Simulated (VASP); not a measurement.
## Si15C7: single point with PBE

System: Si15C7.

```
CELL_PARAMETERS angstrom
6.98599 0.50897 -0.36812
0.52574 7.00264 0.25710
-0.34964 0.25458 6.54271
ATOMIC_POSITIONS crystal
Si 0.79361 0.07187 0.47057
Si 0.45548 0.84039 0.21286
Si 0.20214 0.26228 0.76644
Si 0.77840 0.24883 0.90491
Si 0.65564 0.63250 0.49745
Si 0.41671 0.42234 0.51011
Si 0.43719 0.06760 0.55300
Si 0.53728 0.79201 0.79577
Si 0.25051 0.28864 0.22383
Si 0.09735 0.59445 0.46874
Si 0.99965 0.00220 0.80929
Si 0.04990 0.90234 0.29774
Si 0.48828 0.54719 0.04483
Si 0.78000 0.38809 0.26114
Si 0.92718 0.51726 0.76495
C 0.38175 0.31492 0.99241
C 0.27098 0.02635 0.31741
C 0.55480 0.96311 0.99820
C 0.54833 0.16266 0.96530
C 0.02064 0.80822 0.02953
C 0.99503 0.61845 0.02342
C 0.02032 0.47508 0.21401
```

| Property | Result |
| --- | --- |
| Program | VASP 6.6.1 |
| Task | single point |
| Functional | PBE |
| Potentials or basis | VASP PAW PBE potentials, release 64 (Si, C) |
| Cutoff | 520 eV |
| k mesh | 5 × 5 × 5 |
| Occupations | gaussian, width 0.1 eV |
| Spin | no spin polarisation |
| Dipole correction | no |
| Further INCAR settings | LREAL = Auto; ALGO = Normal; EDIFF = 1e-06; NBANDS = 61 |

```yaml
Pressure: 0.1 GPa
Largest_force: 0.256 eV/Å
Band_gap_on_the_k_mesh: zero (bands 44 and 45 overlap by 0.16 eV)
```

Forces on the atoms (eV/Å):
```
Si   0.134  0.062 -0.004
Si   0.011  0.099  0.040
Si  -0.004 -0.111  0.025
Si  -0.001  0.018  0.079
Si  -0.028  0.102 -0.007
Si  -0.122 -0.110 -0.059
Si  -0.012 -0.009  0.001
Si   0.085  0.049  0.024
Si   0.005  0.001  0.022
Si   0.024  0.066  0.008
Si  -0.044  0.103 -0.042
Si  -0.089  0.130 -0.029
Si  -0.012 -0.089 -0.100
Si   0.050 -0.213 -0.132
Si   0.027 -0.087  0.039
C    0.050 -0.036 -0.014
C    0.035 -0.060  0.020
C   -0.150 -0.121  0.151
C    0.056  0.111 -0.074
C   -0.013  0.095  0.042
C    0.104  0.007  0.006
C   -0.106 -0.008  0.003
```

Stress tensor (GPa, compression positive):
```
 0.23 -0.20  0.10
-0.20  0.08 -0.16
 0.10 -0.16  0.05
```

Levels at points of the mesh, in eV from the Fermi level:
| k point | band 40 | band 41 | band 42 | band 43 | band 44 | band 45 | band 46 | band 47 | band 48 | band 49 |
| --- | --- | --- | --- | --- | --- | --- | --- | --- | --- | --- |
| (0.00, 0.00, 0.00) | -1.25 | -1.10 | -0.64 | -0.39 | -0.23 | 0.63 | 0.89 | 1.11 | 1.29 | 1.55 |

It took 28 min on 1 thread of Intel(R) Xeon(R) Platinum 8259CL CPU @ 2.50GHz (Skylake/Cascade Lake), on a shared host, peak memory 0.84 GiB.
